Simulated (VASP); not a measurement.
# B6P7 in VASP: notebook

The runs below take B6P7 through single point, with PBE.

All numbers are computed with VASP 6.6.1; they aren't measurements. Logs are shortened: lines on timing, memory, paths and dates and some standing lists are left out, and cuts for length are marked.

### Step 1. The cell of the first run

The cell holds a disordered packing, 26 atoms: a = 6.847 Å, b = 7.554 Å, c = 7.189 Å, α = 88.73°, β = 81.67°, γ = 80.07°.

### Step 2. Single point, PBE

Input file INCAR:

```
PREC = Accurate
ENCUT = 520
EDIFF = 1E-6
ISMEAR = 0
SIGMA = 0.1
LREAL = Auto
LASPH = T
NELM = 80
ALGO = Normal
ISIF = 2
LWAVE = F
LCHARG = F
GGA = PE
NBANDS = 72
ISYM = 0
```

Input file KPOINTS:

```
Automatic mesh
0
Gamma
  2 2 2
  0.5 0.5 0.5
```

Input file POSCAR:

```
B6P7
1.0
    6.7993569808      0.6289642074      0.5006567954
    0.6096041425      7.5287060938      0.0737730526
    0.5157469028      0.0481721952      7.1703196179
P B
14 12
Direct
    0.0117527580      0.0898594295      0.2227933816
    0.8606518748      0.4312445239      0.1358728032
    0.5684861596      0.2548862306      0.6576220226
    0.1893830750      0.1333821699      0.9507804445
    0.7534167456      0.4311261405      0.8669299882
    0.4822326903      0.8131255930      0.6207905019
    0.2385177625      0.8633108660      0.3273297884
    0.0781724122      0.6443871204      0.3991554845
    0.8242888643      0.9952390091      0.6862955210
    0.2974355421      0.3506611521      0.0825624909
    0.2871531704      0.2418488745      0.5457484841
    0.2248582742      0.6382233153      0.8672382447
    0.5680975100      0.5075026052      0.3132353486
    0.7778944091      0.8460387752      0.4439360895
    0.6276771972      0.8635384456      0.8340428312
    0.4806560570      0.7416143082      0.2056911820
    0.5454281196      0.6357548474      0.8217207666
    0.5538750396      0.2707902105      0.9285702976
    0.6159458750      0.8828387291      0.0836523873
    0.4418465693      0.2843352331      0.2964026608
    0.0814037026      0.5595246682      0.1308872751
    0.7854757260      0.9671129504      0.2056005027
    0.5765356135      0.1164945251      0.1441786575
    0.4762426133      0.0451196112      0.9645042053
    0.2500089917      0.5017170212      0.6200941030
    0.4987248474      0.5348406867      0.5873881260
```

Potentials or basis: VASP PAW PBE potentials, release 64 (P, B).

Command:

```bash
$ cat potpaw_PBE.64/P/POTCAR potpaw_PBE.64/B/POTCAR > POTCAR
$ mpirun -np 1 vasp_std > vasp.out
```

OUTCAR:

```text
PREC = Accurate
   ENCUT = 520
   EDIFF = 1E-6
   ISMEAR = 0
   LREAL = Auto
   LASPH = T
   NELM = 80
   ISIF = 2
   GGA = PE
   ISYM = 0

 ion  position               nearest neighbor table
   1  0.012  0.090  0.223-  22 1.96   4 2.20   7 2.30   2 2.70  14 2.94
   2  0.861  0.431  0.136-  21 1.93   5 2.17  13 2.21   1 2.70  10 2.92
   3  0.568  0.255  0.658-  18 1.94  26 2.15  11 2.21   9 2.42   5 2.62
   4  0.189  0.133  0.951-  24 1.98  10 2.20   1 2.20
   5  0.753  0.431  0.867-  17 1.97  18 1.98   2 2.17   3 2.62
   6  0.482  0.813  0.621-  17 1.99  15 2.02  26 2.10  14 2.28  12 2.79   7 2.85
   7  0.239  0.863  0.327-  16 1.86   8 2.15   1 2.30   6 2.85
   8  0.078  0.644  0.399-  21 2.04   7 2.15  25 2.26  14 2.32
   9  0.824  0.995  0.686-  15 1.98  14 2.19   3 2.42
  10  0.297  0.351  0.083-  18 1.94  20 1.96  21 1.97   4 2.20  23 2.45  24 2.52  12 2.66   2 2.92

  11  0.287  0.242  0.546-  20 1.99  25 2.01   3 2.21
  12  0.225  0.638  0.867-  25 2.04  21 2.13  17 2.17  10 2.66   6 2.79
  13  0.568  0.508  0.313-  16 1.95  26 1.97  20 2.04   2 2.21
  14  0.778  0.846  0.444-  22 1.92   9 2.19   6 2.28   8 2.32   1 2.94
  15  0.628  0.864  0.834-  24 1.77  19 1.79  17 1.91   9 1.98   6 2.02
  16  0.481  0.742  0.206-  19 1.68   7 1.86  13 1.95
  17  0.545  0.636  0.822-  15 1.91  26 1.95   5 1.97   6 1.99  12 2.17
  18  0.554  0.271  0.929-  24 1.87  23 1.93   3 1.94  10 1.94   5 1.98
  19  0.616  0.883  0.084-  16 1.68  24 1.71  22 1.76  23 1.79  15 1.79
  20  0.442  0.284  0.296-  23 1.74  10 1.96  11 1.99  13 2.04
  21  0.081  0.560  0.131-   2 1.93  10 1.97   8 2.04  12 2.13
  22  0.785  0.967  0.206-  19 1.76  23 1.77  14 1.92   1 1.96
  23  0.577  0.116  0.144-  24 1.69  20 1.74  22 1.77  19 1.79  18 1.93  10 2.45
  24  0.476  0.045  0.965-  23 1.69  19 1.71  15 1.77  18 1.87   4 1.98  10 2.52
  25  0.250  0.502  0.620-  26 1.75  11 2.01  12 2.04   8 2.26
  26  0.499  0.535  0.587-  25 1.75  17 1.95  13 1.97   6 2.10   3 2.15

IMPORTANT INFORMATION: All symmetrisations will be switched off!
NOSYMM: (Re-)initialisation of all symmetry stuff for point group C_1.

----------------------------------------------------------------------------------------

                                     Primitive cell

  volume of cell :     362.3725

  direct lattice vectors                    reciprocal lattice vectors
     6.799356981  0.628964207  0.500656795     0.148961853 -0.011957333 -0.010634199
     0.609604142  7.528706094  0.073773053    -0.012378856  0.133827358 -0.000008703
     0.515746903  0.048172195  7.170319618    -0.010273676 -0.000542003  0.140206404

  length of vectors
     6.846715165  7.553706052  7.189005415     0.149818883  0.134398653  0.140583348

  position of ions in fractional coordinates (direct lattice)
     0.011752758  0.089859430  0.222793382
     0.860651875  0.431244524  0.135872803
     0.568486160  0.254886231  0.657622023
     0.189383075  0.133382170  0.950780444
     0.753416746  0.431126140  0.866929988
     0.482232690  0.813125593  0.620790502
[... 18 lines left out ...]
     0.250008992  0.501717021  0.620094103
     0.498724847  0.534840687  0.587388126

  ion indices of the primitive-cell ions
   primitive index   ion index
                 1           1
                 2           2
                 3           3
                 4           4
                 5           5
                 6           6
[... 18 lines left out ...]
                25          25
                26          26

----------------------------------------------------------------------------------------

 KPOINTS: Automatic mesh

Automatic generation of k-mesh.
 Grid dimensions read from file:
 generate k-points for:    2    2    2

 Generating k-lattice:

  Cartesian coordinates                     Fractional coordinates (reciprocal lattice)
     0.074480927 -0.005978666 -0.005317099     0.500000000 -0.000000000  0.000000000
    -0.006189428  0.066913679 -0.000004351     0.000000000  0.500000000 -0.000000000
    -0.005136838 -0.000271001  0.070103202     0.000000000  0.000000000  0.500000000

  Length of vectors
     0.074909442  0.067199326  0.070291674

  Shift w.r.t. Gamma in fractional coordinates (k-lattice)
     0.500000000  0.500000000  0.500000000

 Subroutine IBZKPT returns following result:
 ===========================================

 Found      4 irreducible k-points:

 Following reciprocal coordinates:
            Coordinates               Weight
  0.250000  0.250000  0.250000      2.000000
 -0.250000  0.250000  0.250000      2.000000
  0.250000 -0.250000  0.250000      2.000000
 -0.250000 -0.250000  0.250000      2.000000
   k-points           NKPTS =      4   k-points in BZ     NKDIM =      4   number of bands    NBANDS=     72
   number of dos      NEDOS =    301   number of ions     NIONS =     26
   total plane-waves  NPLWV = 163296
   dimension x,y,z NGX =    54 NGY =   56 NGZ =   54
   dimension x,y,z NGXF=   108 NGYF=  112 NGZF=  108
   ions per type =              14  12
   NGX,Y,Z   is equivalent  to a cutoff of  13.11, 12.32, 12.49 a.u.
   NGXF,Y,Z  is equivalent  to a cutoff of  26.22, 24.65, 24.98 a.u.
 SYSTEM =  unknown system
   PREC   = accura    normal or accurate (medium, high low for compatibility)
   ISTART =      0    job   : 0-new  1-cont  2-samecut
   ICHARG =      2    charge: 1-file 2-atom 10-const
   ISPIN  =      1    spin polarized calculation?
   LNONCOLLINEAR =      F non collinear calculations
   LSORBIT =      F    spin-orbit coupling
   LASPH  =      T    aspherical Exc in radial PAW
   ENCUT  =  520.0 eV  38.22 Ry    6.18 a.u.  12.73 14.04 13.37*2*pi/ulx,y,z
   NELM   =     80;   NELMIN=  2; NELMDL= -5     # of ELM steps
   EDIFF  = 0.1E-05   stopping-criterion for ELM
   LREAL  =      T    real-space projection
   EDIFFG = 0.1E-04   stopping-criterion for IOM
   NSW    =      0    number of steps for IOM
   IBRION =     -1    ionic relax: 0-MD 1-quasi-New 2-CG
   NFREE  =      0    steps in history (QN), initial steepest desc. (CG)
   ISIF   =      2    stress and relaxation
   ISYM   =      0    0-nonsym 1-usesym 2-fastsym
   POTIM  = 0.5000    time-step for ionic-motion
   TEBEG  =    0.0;   TEEND  =   0.0 temperature during run
   PSTRESS=    0.0 pullay stress
   NELECT =     106.0000    total number of electrons
   NUPDOWN=      -1.0000    fix difference up-down
   EMIN   =  10.00;   EMAX   =-10.00  energy-range for DOS
   EFERMI =   0.00;   METHOD = LEGACY
   ISMEAR =     0;   SIGMA  =   0.10  broadening in eV -4-tet -1-fermi 0-gaus
   EFERMI_NEDOS =   21; number of points for ismear=-14 and -15
   IALGO  =     38    algorithm
   IMIX   =      4    mixing-type and parameters
     AMIX     =   0.40;   BMIX     =  1.00
     AMIX_MAG =   1.60;   BMIX_MAG =  1.00
  volume/ion in A,a.u.               =      13.94        94.05
  Fermi-wavevector in a.u.,A,eV,Ry     =   1.086738  2.053638 16.068488  1.181001
  Thomas-Fermi vector in A             =   2.222882
   LORBIT       =      0    0 simple, 1 ext, 2 COOP (PROOUT), +10 PAW based schemes
   GGA     = PE    functional components
   LHFCALC =     F    Hartree Fock is set to
   AEXX    =    0.0000 exact exchange contribution
   IVDW    =     0    specifies the selected vdW correction
   LEPSILON=     F    determine dielectric tensor
   LRPA    =     F    only Hartree local field effects (RPA)
 non-spin polarized calculation
 Gauss-broadening in eV      SIGMA  =   0.10
  energy-cutoff  :      520.00
  volume of cell :      362.37
 maximum number of plane-waves:      9765
 NGX is ok and might be reduce to    50
   NGX = 25   NGY = 29   NGZ = 27

 number of electron     106.0000002 magnetization

 Free energy of the ion-electron system (eV)
  ---------------------------------------------------
  ext. energy  EPLUGINS =         0.00000000
  ---------------------------------------------------
  free energy    TOTEN  =      -147.82109983 eV

  energy without entropy =     -147.80590256  energy(sigma->0) =     -147.81350119

 E-fermi :   5.9234     XC(G=0): -10.1280

 val. band max:        5.8171543866   @ k =  -0.2500  -0.2500   0.2500
 cond. band min:       6.0139300498   @ k =  -0.2500   0.2500   0.2500
 fundamental gap:      0.1967756631
 Fermi energy:         5.9234410501

 k-point     1 :       0.2500    0.2500    0.2500
  band No.  band energies     occupation
      1      -9.4459      2.00000
      2      -8.7162      2.00000
      3      -8.1260      2.00000
      4      -7.7974      2.00000
      5      -7.3614      2.00000
      6      -7.0132      2.00000
[... 57 lines left out ...]
     64       8.7337      0.00000
     65       8.8488      0.00000

 k-point     2 :      -0.2500    0.2500    0.2500
  band No.  band energies     occupation
      1      -9.2943      2.00000
      2      -8.9467      2.00000
      3      -8.2491      2.00000
      4      -7.7094      2.00000
      5      -7.4876      2.00000
      6      -6.6717      2.00000
[... 57 lines left out ...]
     64       8.7422      0.00000
     65       8.9442      0.00000

 k-point     3 :       0.2500   -0.2500    0.2500
  band No.  band energies     occupation
      1      -9.4011      2.00000
      2      -8.7391      2.00000
      3      -8.2898      2.00000
      4      -7.7877      2.00000
      5      -7.3701      2.00000
      6      -6.7664      2.00000
[... 57 lines left out ...]
     64       8.7159      0.00000
     65       8.8784      0.00000

 k-point     4 :      -0.2500   -0.2500    0.2500
  band No.  band energies     occupation
      1      -9.3646      2.00000
      2      -8.8679      2.00000
      3      -8.1363      2.00000
      4      -7.8040      2.00000
      5      -7.4369      2.00000
      6      -6.7645      2.00000
[... 57 lines left out ...]
     64       8.8273      0.00000
     65       8.9696      0.00000
 [bands above 65 left out]

------------------------ aborting loop because EDIFF is reached ----------------------------------------

  FORCE on cell =-STRESS in cart. coord.  units (eV):
  Direction    XX          YY          ZZ          XY          YZ          ZX
  --------------------------------------------------------------------------------------
  -------------------------------------------------------------------------------------
  Total       -0.5039563     -0.1821830     -0.4102408      0.0423458     -0.0052002      0.2551274
  in kB       -2.2281699     -0.8054958     -1.8138203      0.1872260     -0.0229919      1.1280087
  external PRESSURE =      -1.6158287 kB  Pullay stress =       0.0000000 kB

 VOLUME and BASIS-vectors are now :
 -----------------------------------------------------------------------------
  energy-cutoff  :      520.00
  volume of cell :      362.37
      direct lattice vectors                 reciprocal lattice vectors
     6.799356981  0.628964207  0.500656795     0.148961853 -0.011957333 -0.010634199
     0.609604142  7.528706094  0.073773053    -0.012378856  0.133827358 -0.000008703
     0.515746903  0.048172195  7.170319618    -0.010273676 -0.000542003  0.140206404

 POSITION                                       TOTAL-FORCE (eV/Angst)
 -----------------------------------------------------------------------------------
      0.24959      0.69465      1.61001         0.022981     -0.016159     -0.016713
      6.18484      3.79458      1.43696        -0.038400      0.002067     -0.028531
      4.35989      2.30820      5.01878        -0.025722     -0.001540     -0.007530
      1.85936      1.16911      6.92206         0.007028      0.025873      0.057148
      5.83268      3.76146      6.62517        -0.003184      0.011042      0.029699
      4.09473      6.45500      4.75269         0.057065     -0.015878      0.025440
[... 18 lines left out ...]
      2.32556      3.96440      4.60845        -0.006157     -0.019146      0.016175
      4.01999      4.36863      4.50091         0.014569      0.007318      0.000956
 -----------------------------------------------------------------------------------
    total drift:                                0.002650     -0.000779     -0.005322

  FREE ENERGIE OF THE ION-ELECTRON SYSTEM (eV)
  ---------------------------------------------------
  free  energy   TOTEN  =      -147.8210998341 eV

  energy  without entropy=     -147.8059025558  energy(sigma->0) =     -147.81350119
```

Wall time 3.7 min (1 thread of Intel Xeon 6975P-C (Granite Rapids), shared host); peak memory 0.38 GiB.

Results:

| Quantity | Value |
| --- | --- |
| Free energy | -147.8211 eV |
| Pressure | -0.2 GPa |
| Largest force | 0.064 eV/Å |
| Band gap on the k mesh | 0.20 eV (least direct gap 0.30 eV) |

Forces in eV/Å, atoms in the order of the input:
```
P    0.023 -0.016 -0.017
P   -0.038  0.002 -0.029
P   -0.026 -0.002 -0.008
P    0.007  0.026  0.057
P   -0.003  0.011  0.030
P    0.057 -0.016  0.025
P   -0.031 -0.018 -0.011
P   -0.014  0.045 -0.017
P   -0.033 -0.021 -0.023
P    0.003 -0.029 -0.019
P    0.043  0.023 -0.004
P    0.008 -0.005  0.000
P    0.025 -0.001 -0.011
P    0.014  0.008  0.051
B    0.003 -0.005 -0.010
B   -0.006 -0.001  0.003
B   -0.021 -0.001 -0.030
B   -0.001  0.017  0.007
B    0.008  0.001  0.010
B   -0.013 -0.002  0.023
B    0.006 -0.012 -0.004
B    0.007  0.009  0.007
B    0.002  0.003 -0.041
B   -0.028 -0.006 -0.010
B   -0.006 -0.019  0.016
B    0.015  0.007  0.001
```

Stress tensor (GPa, compression positive):
```
-0.22  0.02  0.11
 0.02 -0.08  0.00
 0.11  0.00 -0.18
```

Levels at points of the mesh, in eV from the valence-band top:
```tsv
k point	band 49	band 50	band 51	band 52	band 53	band 54	band 55	band 56	band 57	band 58
(0.25, 0.25, 0.25)	-1.16	-0.97	-0.70	-0.29	-0.01	0.28	1.02	1.19	1.38	1.77
```

Caveat: the atoms stand as in a frame of molecular dynamics; semilocal functionals underestimate gaps, and a narrow one can read as zero.

(Part 1 of 2 ends here.)

The gap in the log of VASP goes by the Fermi energy; the results here count the filled bands.